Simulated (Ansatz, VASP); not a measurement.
**One calculation of Fe, two programs**

```
Fe
1.0
    -1.43300    1.43300    1.43300
     1.43300   -1.43300    1.43300
     1.43300    1.43300   -1.43300
Fe
1
Direct
  0.00000 0.00000 0.00000
```

Alike in both runs: task single point; functional PBE; k mesh 12 × 12 × 12; occupations fermi-dirac, width 0.1 eV; collinear spin.

|  | VASP | Ansatz |
| --- | --- | --- |
| version | VASP 6.6.1 | Ansatz 0.2.0 development build |
| potentials or method | VASP PAW PBE potentials, release 64 (Fe) | plane waves, norm-conserving pseudopotentials |
| plane-wave cutoff (eV) | 520 | 1224 |
| valence electrons in the cell | 8 | 16 |

VASP gave:

| Item | Value |
| --- | --- |
| net moment per atom (μB) | 2.27 |
| size of the moment on the site where the two differ most (μB) | 2.27 |

Q: Which values does Ansatz return?

A: net moment per atom (μB): 2.25; size of the moment on the site where the two differ most (μB): 2.30.

Site moments also hang on the region over which each program counts them. VASP's potentials hold 8 valence electrons a cell and Ansatz's 16, so a difference there can come from the potentials and not from the codes. Ansatz's warnings: stress scf threshold loose.
